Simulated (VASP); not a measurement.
Crystal: TaN.

```
Ta N
1.0
     0.00000    2.21132    2.21132
     2.21132    0.00000    2.21132
     2.21132    2.21132    0.00000
Ta N
1 1
Direct
  0.50000 0.50000 0.50000
  0.00000 0.00000 0.00000
```

Base run:

| Item | Value |
| --- | --- |
| Program | VASP 6.6.1 |
| Functional | BLYP |
| Potentials or basis | VASP PAW PBE potentials, release 64 (Ta_pv, N) |
| Cutoff | 520 eV |
| k mesh | 10 × 10 × 10 |
| Occupations | fermi-dirac, width 0.05 eV |
| Spin | no spin polarisation |

Its results: band gap on the k mesh zero (band 8 reaches 11.62 eV, above the bottom of band 9 at 7.81 eV); pressure 12.3 GPa.

**Question.** After a change of settings the same cell gave: band gap on the k mesh zero (band 8 reaches 11.20 eV, above the bottom of band 9 at 7.29 eV); pressure -0.6 GPa. Which change was it?
A. functional from BLYP to RPBE; occupations from fermi-dirac, width 0.05 eV to gaussian, width 0.02 eV
B. functional from BLYP to r2SCAN; hubbard terms from none to Ta d U = 3.0 eV
C. functional from BLYP to PBE
D. functional from BLYP to PBEsol

**Answer.** C.

PBE binds more tightly than BLYP, so the same cell stands under less pressure.

Caveats: spin-orbit coupling is left out, which moves the levels of the heavy elements; the PAW data sets were made with another functional, which shifts forces and pressure a little (some runs).
